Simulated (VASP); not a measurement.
# Rh (Fm-3m) in VASP: further runs

Runs on Rh. Level: PBEsol. Tasks: single point, relaxation of cell and atoms.

All numbers are computed with VASP 6.6.1; they aren't measurements. Logs are shortened: lines on timing, memory, paths and dates and some standing lists are left out, and cuts for length are marked.

## 1. The cell of the first run

Symmetry: Fm-3m, No. 225, cubic system. Conventional cell: a = 3.781 Å, b = 3.781 Å, c = 3.781 Å, α = 90.00°, β = 90.00°, γ = 90.00°. Rh (site symmetry m-3m) has 12 Rh at 2.67 Å within 3.5 Å.

## 2. Single point, PBEsol

INCAR reads:

```
PREC = Accurate ; ENCUT = 500
EDIFF = 1E-6 ; ISMEAR = 0
SIGMA = 0.05 ; LREAL = False
LASPH = True ; NELM = 120
ALGO = Normal ; ISIF = 2
LWAVE = False ; LCHARG = False
GGA = PS ; NBANDS = 14
GGA_COMPAT = False
```

KPOINTS reads:

```
Automatic mesh
0
Gamma
  12 12 12
```

POSCAR reads:

```
Rh
1.0
    0.0000000000      1.8906344306      1.8906344306
    1.8906344306      0.0000000000      1.8906344306
    1.8906344306      1.8906344306      0.0000000000
Rh
1
Direct
    0.0000000000      0.0000000000      0.0000000000
```

Potentials or basis: VASP PAW PBE potentials, release 64 (Rh_pv).

Started as:

```console
> cat potpaw_PBE.64/Rh_pv/POTCAR > POTCAR
> mpirun -np 1 vasp_std > vasp.out
```

OUTCAR:

```text
PREC = Accurate
   ENCUT = 500
   EDIFF = 1E-6
   ISMEAR = 0
   LREAL = False
   LASPH = True
   NELM = 120
   ISIF = 2
   GGA = PS

 ion  position               nearest neighbor table
   1  0.000  0.000  0.000-

  LATTYP: Found a face centered cubic cell.
 ALAT       =     3.7812688612

  Lattice vectors:

 A1 = (   0.0000000000,   1.8906344306,   1.8906344306)
 A2 = (   1.8906344306,   0.0000000000,   1.8906344306)
 A3 = (   1.8906344306,   1.8906344306,   0.0000000000)

Analysis of symmetry for initial positions (statically):
=====================================================================
 Subroutine PRICEL returns:
 Original cell was already a primitive cell.

 Routine SETGRP: Setting up the symmetry group for a
 face centered cubic supercell.

 Subroutine GETGRP returns: Found 48 space group operations
 (whereof 48 operations were pure point group operations)
 out of a pool of 48 trial point group operations.

The static configuration has the point symmetry O_h .

Analysis of symmetry for dynamics (positions and initial velocities):
=====================================================================
 Subroutine PRICEL returns:
 Original cell was already a primitive cell.

 Routine SETGRP: Setting up the symmetry group for a
 face centered cubic supercell.

 Subroutine GETGRP returns: Found 48 space group operations
 (whereof 48 operations were pure point group operations)
 out of a pool of 48 trial point group operations.

The dynamic configuration has the point symmetry O_h .

 Subroutine INISYM returns: Found 48 space group operations
 (whereof 48 operations are pure point group operations),
 and found     1 'primitive' translations

----------------------------------------------------------------------------------------

                                     Primitive cell

  volume of cell :      13.5161

  direct lattice vectors                    reciprocal lattice vectors
     0.000000000  1.890634431  1.890634431    -0.264461491  0.264461491  0.264461491
     1.890634431  0.000000000  1.890634431     0.264461491 -0.264461491  0.264461491
     1.890634431  1.890634431  0.000000000     0.264461491  0.264461491 -0.264461491

  length of vectors
     2.673760853  2.673760853  2.673760853     0.458060739  0.458060739  0.458060739

  position of ions in fractional coordinates (direct lattice)
     0.000000000  0.000000000  0.000000000

  ion indices of the primitive-cell ions
   primitive index   ion index
                 1           1

----------------------------------------------------------------------------------------

 KPOINTS: Automatic mesh

Automatic generation of k-mesh.
 Grid dimensions read from file:
 generate k-points for:   12   12   12

 Generating k-lattice:

  Cartesian coordinates                     Fractional coordinates (reciprocal lattice)
    -0.022038458  0.022038458  0.022038458     0.083333333  0.000000000  0.000000000
     0.022038458 -0.022038458  0.022038458     0.000000000  0.083333333  0.000000000
     0.022038458  0.022038458 -0.022038458     0.000000000  0.000000000  0.083333333

  Length of vectors
     0.038171728  0.038171728  0.038171728

  Shift w.r.t. Gamma in fractional coordinates (k-lattice)
     0.000000000  0.000000000  0.000000000

 Subroutine IBZKPT returns following result:
 ===========================================

 Found     72 irreducible k-points:

 Following reciprocal coordinates:
            Coordinates               Weight
  0.000000  0.000000  0.000000      1.000000
  0.083333  0.000000  0.000000      8.000000
  0.166667  0.000000  0.000000      8.000000
  0.250000  0.000000  0.000000      8.000000
  0.333333  0.000000  0.000000      8.000000
  0.416667  0.000000  0.000000      8.000000
[... 16 lines left out ...]
  0.500000  0.166667  0.000000     24.000000
 -0.416667  0.166667  0.000000     24.000000
 [... further k-points ...]
   k-points           NKPTS =     72   k-points in BZ     NKDIM =     72   number of bands    NBANDS=     14
   number of dos      NEDOS =    301   number of ions     NIONS =      1
   total plane-waves  NPLWV =   8000
   dimension x,y,z NGX =    20 NGY =   20 NGZ =   20
   dimension x,y,z NGXF=    40 NGYF=   40 NGZF=   40
   ions per type =               1
   NGX,Y,Z   is equivalent  to a cutoff of  12.44, 12.44, 12.44 a.u.
   NGXF,Y,Z  is equivalent  to a cutoff of  24.87, 24.87, 24.87 a.u.
 SYSTEM =  unknown system
   PREC   = accura    normal or accurate (medium, high low for compatibility)
   ISTART =      0    job   : 0-new  1-cont  2-samecut
   ICHARG =      2    charge: 1-file 2-atom 10-const
   ISPIN  =      1    spin polarized calculation?
   LNONCOLLINEAR =      F non collinear calculations
   LSORBIT =      F    spin-orbit coupling
   LASPH  =      T    aspherical Exc in radial PAW
   ENCUT  =  500.0 eV  36.75 Ry    6.06 a.u.   4.87  4.87  4.87*2*pi/ulx,y,z
   NELM   =    120;   NELMIN=  2; NELMDL= -5     # of ELM steps
   EDIFF  = 0.1E-05   stopping-criterion for ELM
   LREAL  =      F    real-space projection
   EDIFFG = 0.1E-04   stopping-criterion for IOM
   NSW    =      0    number of steps for IOM
   IBRION =     -1    ionic relax: 0-MD 1-quasi-New 2-CG
   NFREE  =      0    steps in history (QN), initial steepest desc. (CG)
   ISIF   =      2    stress and relaxation
   ISYM   =      2    0-nonsym 1-usesym 2-fastsym
   POTIM  = 0.5000    time-step for ionic-motion
   TEBEG  =    0.0;   TEEND  =   0.0 temperature during run
   PSTRESS=    0.0 pullay stress
   NELECT =      15.0000    total number of electrons
   NUPDOWN=      -1.0000    fix difference up-down
   EMIN   =  10.00;   EMAX   =-10.00  energy-range for DOS
   EFERMI =   0.00;   METHOD = LEGACY
   ISMEAR =     0;   SIGMA  =   0.05  broadening in eV -4-tet -1-fermi 0-gaus
   EFERMI_NEDOS =   21; number of points for ismear=-14 and -15
   IALGO  =     38    algorithm
   IMIX   =      4    mixing-type and parameters
     AMIX     =   0.40;   BMIX     =  1.00
     AMIX_MAG =   1.60;   BMIX_MAG =  1.00
  volume/ion in A,a.u.               =      13.52        91.21
  Fermi-wavevector in a.u.,A,eV,Ry     =   1.694940  3.202972 39.087116  2.872822
  Thomas-Fermi vector in A             =   2.776074
   LORBIT       =      0    0 simple, 1 ext, 2 COOP (PROOUT), +10 PAW based schemes
   GGA     = PS    functional components
   LHFCALC =     F    Hartree Fock is set to
   AEXX    =    0.0000 exact exchange contribution
   IVDW    =     0    specifies the selected vdW correction
   LEPSILON=     F    determine dielectric tensor
   LRPA    =     F    only Hartree local field effects (RPA)
 non-spin polarized calculation
 Gauss-broadening in eV      SIGMA  =   0.05
  energy-cutoff  :      500.00
  volume of cell :       13.52
 maximum number of plane-waves:       360
   NGX =  9   NGY =  9   NGZ =  9

 number of electron      15.0000007 magnetization

 Free energy of the ion-electron system (eV)
  ---------------------------------------------------
  ext. energy  EPLUGINS =         0.00000000
  ---------------------------------------------------
  free energy    TOTEN  =        -8.14272827 eV

  energy without entropy =       -8.14107409  energy(sigma->0) =       -8.14190118

 E-fermi :  12.1118     XC(G=0): -14.3312

 val. band max:       11.9927520659   @ k =  -0.3333   0.3333   0.0000
 cond. band min:      12.1196091156   @ k =   0.5000   0.4167   0.0000
 fundamental gap:      0.1268570498
 Fermi energy:        12.1117859517

 k-point     1 :       0.0000    0.0000    0.0000
  band No.  band energies     occupation
      1     -34.3142      2.00000
      2     -34.3142      2.00000
      3     -34.3142      2.00000
      4       3.8898      2.00000
      5       8.8805      2.00000
      6       8.8805      2.00000
      7       8.8805      2.00000
      8      11.0471      2.00000
      9      11.0471      2.00000
     10      27.9935      0.00000
     11      32.3460      0.00000
     12      33.5396      0.00000
     13      33.5396      0.00000
     14      33.5396      0.00000

 k-point     2 :       0.0833    0.0000    0.0000
  band No.  band energies     occupation
      1     -34.3683      2.00000
      2     -34.3214      2.00000
      3     -34.3214      2.00000
      4       4.1717      2.00000
      5       8.7574      2.00000
      6       8.9892      2.00000
      7       8.9892      2.00000
      8      10.9877      2.00000
      9      10.9877      2.00000
     10      28.4034      0.00000
     11      32.1362      0.00000
     12      32.3592      0.00000
     13      33.9585      0.00000
     14      33.9585      0.00000

 k-point     3 :       0.1667    0.0000    0.0000
  band No.  band energies     occupation
      1     -34.5148      2.00000
      2     -34.3413      2.00000
      3     -34.3413      2.00000
      4       4.9201      2.00000
      5       8.5380      2.00000
      6       9.2101      2.00000
      7       9.2101      2.00000
      8      10.9359      2.00000
      9      10.9359      2.00000
     10      29.2815      0.00000
     11      29.7838      0.00000
     12      32.3486      0.00000
     13      35.1224      0.00000
     14      35.1224      0.00000
[... 324 lines left out ...]
 k-point    23 :       0.5000    0.1667    0.0000
  band No.  band energies     occupation
      1     -35.0158      2.00000
      2     -34.5381      2.00000
      3     -34.4668      2.00000
      4       6.4364      2.00000
      5       8.1842      2.00000
      6       9.5906      2.00000
      7       9.6719      2.00000
      8      12.7119      0.00000
      9      15.6310      0.00000
     10      21.3152      0.00000
     11      28.4654      0.00000
     12      31.6194      0.00000
     13      31.9567      0.00000
     14      32.3690      0.00000

 k-point    24 :      -0.4167    0.1667    0.0000
  band No.  band energies     occupation
      1     -35.0227      2.00000
      2     -34.5639      2.00000
      3     -34.4507      2.00000
      4       6.5052      2.00000
      5       8.1985      2.00000
      6       9.4977      2.00000
      7       9.9189      2.00000
      8      12.3283      0.00000
      9      16.2118      0.00000
     10      20.9090      0.00000
     11      28.1480      0.00000
     12      31.0314      0.00000
     13      32.3544      0.00000
     14      32.7535      0.00000

 [... further k-points ...]

------------------------ aborting loop because EDIFF is reached ----------------------------------------

  FORCE on cell =-STRESS in cart. coord.  units (eV):
  Direction    XX          YY          ZZ          XY          YZ          ZX
  --------------------------------------------------------------------------------------
  -------------------------------------------------------------------------------------
  Total       -0.0470727     -0.0470727     -0.0470727      0.0000000      0.0000000      0.0000000
  in kB       -5.5799091     -5.5799091     -5.5799091      0.0000000      0.0000000      0.0000000
  external PRESSURE =      -5.5799091 kB  Pullay stress =       0.0000000 kB

 VOLUME and BASIS-vectors are now :
 -----------------------------------------------------------------------------
  energy-cutoff  :      500.00
  volume of cell :       13.52
      direct lattice vectors                 reciprocal lattice vectors
     0.000000000  1.890634431  1.890634431    -0.264461491  0.264461491  0.264461491
     1.890634431  0.000000000  1.890634431     0.264461491 -0.264461491  0.264461491
     1.890634431  1.890634431  0.000000000     0.264461491  0.264461491 -0.264461491

 POSITION                                       TOTAL-FORCE (eV/Angst)
 -----------------------------------------------------------------------------------
      0.00000      0.00000      0.00000        -0.000000     -0.000000     -0.000000
 -----------------------------------------------------------------------------------
    total drift:                                0.000000      0.000000      0.000000

  FREE ENERGIE OF THE ION-ELECTRON SYSTEM (eV)
  ---------------------------------------------------
  free  energy   TOTEN  =        -8.1427282709 eV

  energy  without entropy=       -8.1410740854  energy(sigma->0) =       -8.14190118
```

It took 5.5 s on 1 thread of Intel Xeon 6975P-C (Granite Rapids), shared host; peak memory 0.13 GiB.

Results:

- Free energy: -8.1427 eV
- Pressure: -0.6 GPa

Levels at points of the mesh, in eV from the Fermi level:
```
           k point  band 4  band 5  band 6  band 7  band 8  band 9  band 10  band 11
(0.00, 0.00, 0.00)   -8.22   -3.23   -3.23   -3.23   -1.06   -1.06    15.88    20.23
(0.50, 0.00, 0.00)   -6.36   -3.31   -3.31    0.54    0.54    0.59     8.72    15.39
(0.50, 0.50, 0.00)   -6.56   -6.18    0.52    0.97    0.97    3.16    12.40    13.29
```

Caveat: the PAW data sets were made with another functional, which shifts forces and pressure a little.

## 3. Relaxation of cell and atoms, PBEsol

This run uses another cell than the first one, of 13.67 Å³/atom, 1.011 times its volume.

INCAR reads:

```
ALGO = Normal
EDIFF = 1E-7
EDIFFG = -0.03
ENCUT = 500
GGA = PS
GGA_COMPAT = F
IBRION = 2
ISIF = 3
ISMEAR = 0
LASPH = T
LCHARG = F
LREAL = F
LWAVE = F
NELM = 120
NELMIN = 4
NSW = 80
PREC = Accurate
SIGMA = 0.05
```

KPOINTS reads:

```
k-points
0
Gamma
  12 12 12
```

POSCAR reads:

```
Rh
1.0
    0.0000000000      1.8978500000      1.8978500000
    1.8978500000      0.0000000000      1.8978500000
    1.8978500000      1.8978500000      0.0000000000
Rh
1
Direct
    0.0000000000      0.0000000000      0.0000000000
```

Potentials or basis: VASP PAW PBE potentials, release 64 (Rh_pv).

Started as:

```console
> cat potpaw_PBE.64/Rh_pv/POTCAR > POTCAR
> mpirun -np 1 vasp_std > vasp.out
```

Wall time 13 s (1 thread of Intel Xeon 6975P-C (Granite Rapids), shared host); peak memory 0.13 GiB.

Results (log left out):

| Item | Value |
| --- | --- |
| Free energy | -8.1428 eV |
| Relaxed volume | 13.49 Å³/atom |
| Relaxed cell | a = 2.672 Å, b = 2.672 Å, c = 2.672 Å, α = 60.00°, β = 60.00°, γ = 60.00° |
| Space group after relaxing (to 0.05 Å) | Fm-3m (No. 225) |
| Energy gained by relaxing | 2.2 meV/atom |
| Ionic steps | 3 |
| Pressure after relaxing | 0.0 GPa |

Step by step:
| step | energy change (eV) | largest force (eV/Å) | pressure (GPa) | volume (Å³) |
| --- | --- | --- | --- | --- |
| 1 | 0.0000 | 0.0000 | -3.82 | 13.67 |
| 2 | 0.0129 | 0.0000 | 11.09 | 13.04 |
| 3 | -0.0022 | 0.0000 | -0.03 | 13.49 |

Final structure:
```
CELL_PARAMETERS angstrom
0.00000 1.88952 1.88952
1.88952 0.00000 1.88952
1.88952 1.88952 0.00000
ATOMIC_POSITIONS crystal
Rh 0.00000 0.00000 0.00000
```

Levels at points of the mesh, in eV from the Fermi level:
```csv
k point,band 4,band 5,band 6,band 7,band 8,band 9,band 10,band 11
"(0.00, 0.00, 0.00)",-8.24,-3.24,-3.24,-3.24,-1.07,-1.07,15.88,20.23
"(0.50, 0.00, 0.00)",-6.37,-3.32,-3.32,0.54,0.54,0.59,8.74,15.39
"(0.50, 0.50, 0.00)",-6.58,-6.20,0.52,0.97,0.97,3.16,12.42,13.30
```

Caveat: the PAW data sets were made with another functional, which shifts forces and pressure a little.
